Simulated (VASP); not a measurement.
# Al2Cu (I4/mmm) in VASP: a series of runs

The runs below take Al2Cu through single point, with PBEsol+D3(BJ), PBEsol+D4, PBEsol.

All numbers are computed with VASP 6.6.1; they aren't measurements. Logs are shortened: lines on timing, memory, paths and dates and some standing lists are left out, and cuts for length are marked.

## (1) The cell of the first run

The typed cell holds 3 atoms: a = 4.003 Å, b = 4.003 Å, c = 4.003 Å, α = 119.99°, β = 119.99°, γ = 90.02°.

## (2) Single point, PBEsol+D3(BJ)

INCAR

```
SYSTEM = Al2Cu
ALGO     = Normal         ! electronic algorithm
EDIFF    = 1E-6           ! SCF threshold, eV
ENCUT    = 520            ! plane-wave cutoff, eV
GGA      = PS             ! functional
ISIF     = 2              ! what is computed and relaxed
ISMEAR   = -1             ! smearing method
IVDW     = 12             ! dispersion correction
LASPH    = .True.         ! aspherical terms in the spheres
LCHARG   = .False.        ! write CHGCAR
LREAL    = .False.        ! projectors in reciprocal space
LWAVE    = .False.        ! write WAVECAR
NBANDS   = 16             ! bands
NELM     = 60             ! most SCF steps
PREC     = Accurate       ! precision mode
SIGMA    = 0.05           ! smearing width, eV
```

KPOINTS

```
k-points
0
Gamma
  9 9 9
  0 0 0
```

POSCAR

```
Al2Cu
1.0
   -2.0020325518      2.0020325518      2.8304705766
    2.0020325518     -2.0020325518      2.8304705766
    2.0020325518      2.0020325518     -2.8304705766
Cu Al
1 2
Direct
    0.5000000000      0.5000000000      0.0000000000
    0.2500000000      0.7500000000      0.5000000000
    0.7500000000      0.2500000000      0.5000000000
```

Potentials or basis: VASP PAW PBE potentials, release 64 (Cu, Al).

Launch:

```
$ cat potpaw_PBE.64/Cu/POTCAR potpaw_PBE.64/Al/POTCAR > POTCAR
$ mpirun -np 1 vasp_std > vasp.out
```

OUTCAR:

```text
SYSTEM = Al2Cu
   EDIFF = 1E-6
   ENCUT = 520
   GGA = PS
   ISIF = 2
   ISMEAR = -1
   IVDW = 12
   LASPH = .True.
   LREAL = .False.
   NELM = 60
   PREC = Accurate
 IVDW          = 12

 ion  position               nearest neighbor table
   1  0.500  0.500  0.000-   2 2.45   3 2.45   2 2.45   3 2.45   2 2.45   3 2.45   2 2.45   3 2.45

   2  0.250  0.750  0.500-   1 2.45   1 2.45   1 2.45   1 2.45   3 2.83   3 2.83   3 2.83   3 2.83
                             3 2.83   3 2.83
   3  0.750  0.250  0.500-   1 2.45   1 2.45   1 2.45   1 2.45   2 2.83   2 2.83   2 2.83   2 2.83
                             2 2.83   2 2.83

  LATTYP: Found a body centered tetragonal cell.
 ALAT       =     4.0040651036
 C/A-ratio  =     1.4137984790

  Lattice vectors:

 A1 = (  -2.0020325518,   2.0020325518,   2.8304705766)
 A2 = (   2.0020325518,  -2.0020325518,   2.8304705766)
 A3 = (   2.0020325518,   2.0020325518,  -2.8304705766)

Analysis of symmetry for initial positions (statically):
=====================================================================
 Subroutine PRICEL returns:
 Original cell was already a primitive cell.

 Routine SETGRP: Setting up the symmetry group for a
 body centered tetragonal supercell.

 Subroutine GETGRP returns: Found 16 space group operations
 (whereof 16 operations were pure point group operations)
 out of a pool of 16 trial point group operations.

The static configuration has the point symmetry D_4h.

Analysis of symmetry for dynamics (positions and initial velocities):
=====================================================================
 Subroutine PRICEL returns:
 Original cell was already a primitive cell.

 Routine SETGRP: Setting up the symmetry group for a
 body centered tetragonal supercell.

 Subroutine GETGRP returns: Found 16 space group operations
 (whereof 16 operations were pure point group operations)
 out of a pool of 16 trial point group operations.

The dynamic configuration has the point symmetry D_4h.

 Subroutine INISYM returns: Found 16 space group operations
 (whereof 16 operations are pure point group operations),
 and found     1 'primitive' translations

----------------------------------------------------------------------------------------

                                     Primitive cell

  volume of cell :      45.3796

  direct lattice vectors                    reciprocal lattice vectors
    -2.002032552  2.002032552  2.830470577     0.000000000  0.249746189  0.176649072
     2.002032552 -2.002032552  2.830470577     0.249746189  0.000000000  0.176649072
     2.002032552  2.002032552 -2.830470577     0.249746189  0.249746189  0.000000000

  length of vectors
     4.003477534  4.003477534  4.003477534     0.305905301  0.305905301  0.353194448

  position of ions in fractional coordinates (direct lattice)
     0.500000000  0.500000000  0.000000000
     0.250000000  0.750000000  0.500000000
     0.750000000  0.250000000  0.500000000

  ion indices of the primitive-cell ions
   primitive index   ion index
                 1           1
                 2           2
                 3           3

----------------------------------------------------------------------------------------

 KPOINTS: k-points

Automatic generation of k-mesh.
 Grid dimensions read from file:
 generate k-points for:    9    9    9

 Generating k-lattice:

  Cartesian coordinates                     Fractional coordinates (reciprocal lattice)
     0.000000000  0.027749577  0.019627675     0.111111111 -0.000000000  0.000000000
     0.027749577  0.000000000  0.019627675    -0.000000000  0.111111111  0.000000000
     0.027749577  0.027749577  0.000000000     0.000000000  0.000000000  0.111111111

  Length of vectors
     0.033989478  0.033989478  0.039243828

  Shift w.r.t. Gamma in fractional coordinates (k-lattice)
     0.000000000  0.000000000  0.000000000

 Subroutine IBZKPT returns following result:
 ===========================================

 Found     75 irreducible k-points:

 Following reciprocal coordinates:
            Coordinates               Weight
  0.000000  0.000000  0.000000      1.000000
  0.111111 -0.000000  0.000000      8.000000
  0.222222  0.000000  0.000000      8.000000
  0.333333  0.000000  0.000000      8.000000
  0.444444  0.000000  0.000000      8.000000
  0.111111  0.111111  0.000000      8.000000
[... 16 lines left out ...]
 -0.333333  0.333333  0.000000      4.000000
  0.444444  0.444444  0.000000      8.000000
 [... further k-points ...]
   k-points           NKPTS =     75   k-points in BZ     NKDIM =     75   number of bands    NBANDS=     16
   number of dos      NEDOS =    301   number of ions     NIONS =      3
   total plane-waves  NPLWV =  27000
   dimension x,y,z NGX =    30 NGY =   30 NGZ =   30
   dimension x,y,z NGXF=    60 NGYF=   60 NGZF=   60
   ions per type =               1   2
   NGX,Y,Z   is equivalent  to a cutoff of  12.46, 12.46, 12.46 a.u.
[... 36 lines left out ...]
   GGA     = PS    functional components
   LHFCALC =     F    Hartree Fock is set to
   AEXX    =    0.0000 exact exchange contribution
   IVDW    =    12    specifies the selected vdW correction
   LEPSILON=     F    determine dielectric tensor
   LRPA    =     F    only Hartree local field effects (RPA)
 non-spin polarized calculation
  energy-cutoff  :      520.00
  volume of cell :       45.38
 maximum number of plane-waves:      1243
 NGX is ok and might be reduce to    30
   NGX = 15   NGY = 15   NGZ = 15

 number of electron      17.0000015 magnetization

 Free energy of the ion-electron system (eV)
  ---------------------------------------------------
  ext. energy  EPLUGINS =         0.00000000
  ---------------------------------------------------
  free energy    TOTEN  =       -12.98469187 eV

  energy without entropy =      -12.97135389  energy(sigma->0) =      -12.97802288

 E-fermi :   7.4270     XC(G=0): -10.7775

 val. band max:        7.4264279633   @ k =  -0.4444   0.1111   0.0000
 cond. band min:       7.4910058655   @ k =   0.1111   0.1111   0.0000
 fundamental gap:      0.0645779022
 Fermi energy:         7.4270069873

 k-point     1 :       0.0000    0.0000    0.0000
  band No.  band energies     occupation
      1      -3.0697      2.00000
      2       2.6831      2.00000
      3       2.6834      2.00000
      4       2.6834      2.00000
      5       3.2699      2.00000
      6       3.2703      2.00000
[... 8 lines left out ...]
     15      14.6351      0.00000
     16      14.6450      0.00000

 k-point     2 :       0.1111   -0.0000    0.0000
  band No.  band energies     occupation
      1      -2.8985      2.00000
      2       2.6295      2.00000
      3       2.7096      2.00000
      4       2.7097      2.00000
      5       3.2634      2.00000
      6       3.2638      2.00000
[... 8 lines left out ...]
     15      13.3973      0.00000
     16      14.2428      0.00000

 k-point     3 :       0.2222    0.0000    0.0000
  band No.  band energies     occupation
      1      -2.3903      2.00000
      2       2.4548      2.00000
      3       2.7692      2.00000
      4       2.7693      2.00000
      5       3.2595      2.00000
      6       3.2598      2.00000
[... 8 lines left out ...]
     15      13.4903      0.00000
     16      15.1724      0.00000

 k-point     4 :       0.3333    0.0000    0.0000
  band No.  band energies     occupation
      1      -1.5671      2.00000
      2       2.0272      2.00000
      3       2.8160      2.00000
      4       2.8161      2.00000
      5       3.2874      2.00000
      6       3.2875      2.00000
[... 8 lines left out ...]
     15      15.0308      0.00000
     16      16.8934      0.00000
[... 324 lines left out ...]
 k-point    22 :      -0.4444    0.3333    0.0000
  band No.  band energies     occupation
      1      -0.2474      2.00000
      2       2.1351      2.00000
      3       2.6086      2.00000
      4       3.0846      2.00000
      5       3.1599      2.00000
      6       3.4052      2.00000
[... 8 lines left out ...]
     15      18.3087      0.00000
     16      19.9044      0.00000

 k-point    23 :      -0.3333    0.3333    0.0000
  band No.  band energies     occupation
      1      -1.0501      2.00000
      2       2.2608      2.00000
      3       2.8637      2.00000
      4       3.0060      2.00000
      5       3.0065      2.00000
      6       3.3995      2.00000
[... 8 lines left out ...]
     15      17.9710      0.00000
     16      18.3701      0.00000

 k-point    24 :       0.4444    0.4444    0.0000
  band No.  band energies     occupation
      1       1.2433      2.00000
      2       1.4733      2.00000
      3       2.0679      2.00000
      4       3.1951      2.00000
      5       3.2637      2.00000
      6       3.4032      2.00000
[... 8 lines left out ...]
     15      18.2055      0.00000
     16      19.6316      0.00000

 [... further k-points ...]

------------------------ aborting loop because EDIFF is reached ----------------------------------------

 Edisp (eV)   -1.09658

 E8    (eV) :    -0.7303

  FORCE on cell =-STRESS in cart. coord.  units (eV):
  Direction    XX          YY          ZZ          XY          YZ          ZX
  --------------------------------------------------------------------------------------
  -------------------------------------------------------------------------------------
  Total       0.04187     0.04187     0.04359     0.00000     0.00000     0.00000
  in kB       1.47833     1.47833     1.53898     0.00000     0.00000     0.00000
  external pressure =        1.50 kB  Pullay stress =        0.00 kB

 VOLUME and BASIS-vectors are now :
 -----------------------------------------------------------------------------
  energy-cutoff  :      520.00
  volume of cell :       45.38
      direct lattice vectors                 reciprocal lattice vectors
    -2.002032552  2.002032552  2.830470577     0.000000000  0.249746189  0.176649072
     2.002032552 -2.002032552  2.830470577     0.249746189  0.000000000  0.176649072
     2.002032552  2.002032552 -2.830470577     0.249746189  0.249746189  0.000000000

 POSITION                                       TOTAL-FORCE (eV/Angst)
 -----------------------------------------------------------------------------------
      0.00000      0.00000      2.83047        -0.000000      0.000000     -0.000000
      2.00203      0.00000      1.41524        -0.000000     -0.000000     -0.000000
      0.00000      2.00203      1.41524         0.000000     -0.000000      0.000000
 -----------------------------------------------------------------------------------
    total drift:                                0.000000     -0.000000      0.000000

  FREE ENERGIE OF THE ION-ELECTRON SYSTEM (eV)
  ---------------------------------------------------
  free  energy   TOTEN  =       -14.0812738931 eV

  energy  without entropy=      -14.0679359199  energy(sigma->0) =      -14.07460491
```

Run time: 32 s. Hardware: 1 thread of Intel Xeon 6975P-C (Granite Rapids), shared host; peak memory 0.2 GiB.

What came out:

```yaml
Free_energy: -14.0813 eV
Pressure: 0.1 GPa
Dispersion_energy_per_atom: -0.366 eV
```

Levels at points of the mesh, in eV from the Fermi level:
```csv
k point,band 5,band 6,band 7,band 8,band 9,band 10,band 11,band 12,band 13,band 14
"(0.00, 0.00, 0.00)",-4.16,-4.16,2.93,2.93,2.93,3.10,3.10,3.10,4.77,7.21
```

Caveat: the PAW data sets were made with another functional, which shifts forces and pressure a little; pairwise dispersion overbinds metals, which lowers pressure and volume.

## (3) Single point, PBEsol+D3(BJ)

This run uses another cell than the first one, of 15.21 Å³/atom, 1.006 times its volume.

INCAR

```
PREC = Accurate
ENCUT = 520
EDIFF = 1E-6
ISMEAR = -1
SIGMA = 0.05
LREAL = False
LASPH = True
NELM = 80
ALGO = Normal
ISIF = 2
LWAVE = False
LCHARG = False
GGA = PS
IVDW = 12
NBANDS = 16
```

KPOINTS

```
Automatic mesh
0
Gamma
  9 9 9
```

POSCAR

```
Al2Cu
1.0
   -2.0065855014      2.0065855014      2.8341134330
    2.0065855014     -2.0065855014      2.8341134330
    2.0065855014      2.0065855014     -2.8341134330
Cu Al
1 2
Direct
    0.5000000000      0.5000000000      0.0000000000
    0.2500000000      0.7500000000      0.5000000000
    0.7500000000      0.2500000000      0.5000000000
```

Potentials or basis: VASP PAW PBE potentials, release 64 (Cu, Al).

Launch:

```
$ cat potpaw_PBE.64/Cu/POTCAR potpaw_PBE.64/Al/POTCAR > POTCAR
$ mpirun -np 1 vasp_std > vasp.out
```

Wall time 33 s (1 thread of Intel Xeon 6975P-C (Granite Rapids), shared host); peak memory 0.21 GiB.

It converged, with:

```
Free energy                : -14.0812 eV
Pressure                   : -0.5 GPa
Dispersion energy per atom : -0.363 eV
```

Levels at points of the mesh, in eV from the Fermi level:
```tsv
k point	band 5	band 6	band 7	band 8	band 9	band 10	band 11	band 12	band 13	band 14
(0.00, 0.00, 0.00)	-4.14	-4.14	2.93	2.93	2.94	3.07	3.08	3.08	4.71	7.17
```

Caveat: three body term missing; the PAW data sets were made with another functional, which shifts forces and pressure a little; pairwise dispersion overbinds metals, which lowers pressure and volume.

## (4) Single point, PBEsol+D4

This run uses another cell than the first one, of 15.35 Å³/atom, 1.015 times its volume.

INCAR

```
SYSTEM = Al2Cu
ALGO = Normal
EDIFF = 1E-7
ENCUT = 520
GGA = PS
ISIF = 2
ISMEAR = -1
IVDW = 13
LASPH = .True.
LCHARG = .False.
LREAL = .False.
LWAVE = .False.
NBANDS = 16
NELM = 60
PREC = Accurate
SIGMA = 0.05
```

KPOINTS

```
k-points
0
Gamma
  9 9 9
  0 0 0
```

POSCAR

```
Al2Cu
1.0
   -2.0119793534      2.0119793534      2.8438632763
    2.0119793534     -2.0119793534      2.8438632763
    2.0119793534      2.0119793534     -2.8438632763
Cu Al
1 2
Direct
    0.5000000000      0.5000000000      0.0000000000
    0.2500000000      0.7500000000      0.5000000000
    0.7500000000      0.2500000000      0.5000000000
```

Launch:

```
$ cat potpaw_PBE.64/Cu/POTCAR potpaw_PBE.64/Al/POTCAR > POTCAR
$ mpirun -np 1 vasp_std > vasp.out
```

It took 31 s on 1 thread of Intel Xeon 6975P-C (Granite Rapids), shared host; peak memory 0.2 GiB.

The run converged. Its results:

| Quantity | Value |
| --- | --- |
| Free energy | -13.6750 eV |
| Pressure | 0.2 GPa |
| Dispersion energy per atom | -0.226 eV |

Levels at points of the mesh, in eV from the Fermi level:
| k point | band 6 | band 7 | band 8 | band 9 | band 10 | band 11 | band 12 | band 13 |
| --- | --- | --- | --- | --- | --- | --- | --- | --- |
| (0.00, 0.00, 0.00) | -4.11 | 2.93 | 2.93 | 2.93 | 3.05 | 3.05 | 3.05 | 4.61 |

Caveat: the PAW data sets were made with another functional, which shifts forces and pressure a little; pairwise dispersion overbinds metals, which lowers pressure and volume.

## (5) Single point, PBEsol

This run uses another cell than the first one, of 15.66 Å³/atom, 1.035 times its volume.

INCAR

```
PREC = Accurate
ENCUT = 520
EDIFF = 1E-6
ISMEAR = -1
SIGMA = 0.05
LREAL = F
LASPH = T
NELM = 80
ALGO = Fast
ISIF = 2
LWAVE = F
LCHARG = F
GGA = PS
NBANDS = 16
```

KPOINTS

```
regular mesh
0
Gamma
  9 9 9
```

POSCAR

```
Al2Cu
1.0
   -2.0252681165      2.0252681165      2.8628618240
    2.0252681165     -2.0252681165      2.8628618240
    2.0252681165      2.0252681165     -2.8628618240
Cu Al
1 2
Direct
    0.5000000000      0.5000000000      0.0000000000
    0.2500000000      0.7500000000      0.5000000000
    0.7500000000      0.2500000000      0.5000000000
```

Launch:

```
$ cat potpaw_PBE.64/Cu/POTCAR potpaw_PBE.64/Al/POTCAR > POTCAR
$ mpirun -np 1 vasp_std > vasp.out
```

Run time: 32 s. Hardware: 1 thread of Intel Xeon 6975P-C (Granite Rapids), shared host; peak memory 0.19 GiB.

It converged, with:

| Quantity | Value |
| --- | --- |
| Free energy | -13.0063 eV |
| Pressure | 0.4 GPa |

Levels at points of the mesh, in eV from the Fermi level:
| k point | band 7 | band 8 | band 9 | band 10 | band 11 | band 12 |
| --- | --- | --- | --- | --- | --- | --- |
| (0.00, 0.00, 0.00) | 2.92 | 2.92 | 2.93 | 2.98 | 2.99 | 2.99 |

Caveat: the PAW data sets were made with another functional, which shifts forces and pressure a little.

## (6) Single point, PBEsol+D3(BJ)

This run uses another cell than the first one, of 15.67 Å³/atom, 1.036 times its volume.

INCAR

```
SYSTEM = Al2Cu
ALGO = Normal ; EDIFF = 1E-6
ENCUT = 520 ; GGA = PS
ISIF = 2 ; ISMEAR = -1
IVDW = 12 ; LASPH = .TRUE.
LCHARG = .TRUE. ; LELF = .TRUE.
LREAL = .FALSE. ; LVHAR = .TRUE.
LWAVE = .FALSE. ; NBANDS = 16
NELM = 60 ; PREC = Accurate
SIGMA = 0.05
```

KPOINTS

```
k-points
0
G
  9 9 9
  0 0 0
```

POSCAR

```
Al2Cu
1.0
   -2.0303375000      2.0303375000      2.8510940000
    2.0303375000     -2.0303375000      2.8510940000
    2.0303375000      2.0303375000     -2.8510940000
Cu Al
1 2
Direct
    0.5000000000      0.5000000000      0.0000000000
    0.2500000000      0.7500000000      0.5000000000
    0.7500000000      0.2500000000      0.5000000000
```

Potentials or basis: VASP PAW PBE potentials, release 64 (Cu, Al).

Launch:

```
$ cat potpaw_PBE.64/Cu/POTCAR potpaw_PBE.64/Al/POTCAR > POTCAR
$ mpirun -np 1 vasp_std > vasp.out
```

It took 29 s on 1 thread of Intel Xeon 6975P-C (Granite Rapids), shared host; peak memory 0.21 GiB.

Results (log left out):

```
Free energy                : -14.0647 eV
Pressure                   : -3.6 GPa
Dispersion energy per atom : -0.353 eV
```

Stress tensor (GPa, compression positive):
```
-3.65  0.00  0.00
 0.00 -3.65  0.00
 0.00  0.00 -3.49
```

Levels at points of the mesh, in eV from the Fermi level:
| k point | band 5 | band 6 | band 7 | band 8 | band 9 | band 10 | band 11 | band 12 | band 13 | band 14 |
| --- | --- | --- | --- | --- | --- | --- | --- | --- | --- | --- |
| (0.00, 0.00, 0.00) | -4.04 | -4.03 | 2.91 | 2.91 | 2.93 | 2.96 | 3.01 | 3.01 | 4.38 | 6.96 |

Caveat: three body term missing; the PAW data sets were made with another functional, which shifts forces and pressure a little; pairwise dispersion overbinds metals, which lowers pressure and volume.

## (7) Summary

| level | cell | gap on the mesh (eV) | pressure (GPa) |
| --- | --- | --- | --- |
| PBEsol+D3(BJ) | a = 4.003 Å, angles 120.0, 120.0, 90.0°, 3 atoms | none | 0.1 |
| PBEsol+D3(BJ) | a = 4.011 Å, angles 120.0, 120.0, 90.1°, 3 atoms | none | -0.5 |
| PBEsol+D4 | a = 4.023 Å, angles 120.0, 120.0, 90.0°, 3 atoms | none | 0.2 |
| PBEsol | a = 4.050 Å, angles 120.0, 120.0, 90.0°, 3 atoms | none | 0.4 |
| PBEsol+D3(BJ) | a = 4.046 Å, angles 119.8, 119.8, 90.4°, 3 atoms | none | -3.6 |

Alike in all rows: task single point; potentials or basis VASP PAW PBE potentials, release 64 (Cu, Al); no spin polarisation; k mesh 9 × 9 × 9; cutoff (eV) 520; smearing fermi-dirac 0.05 eV.

Caveats: the PAW data sets were made with another functional, which shifts forces and pressure a little; pairwise dispersion overbinds metals, which lowers pressure and volume (some runs); three body term missing (some runs).

Absolute energies hang on the potentials; compare differences alone.
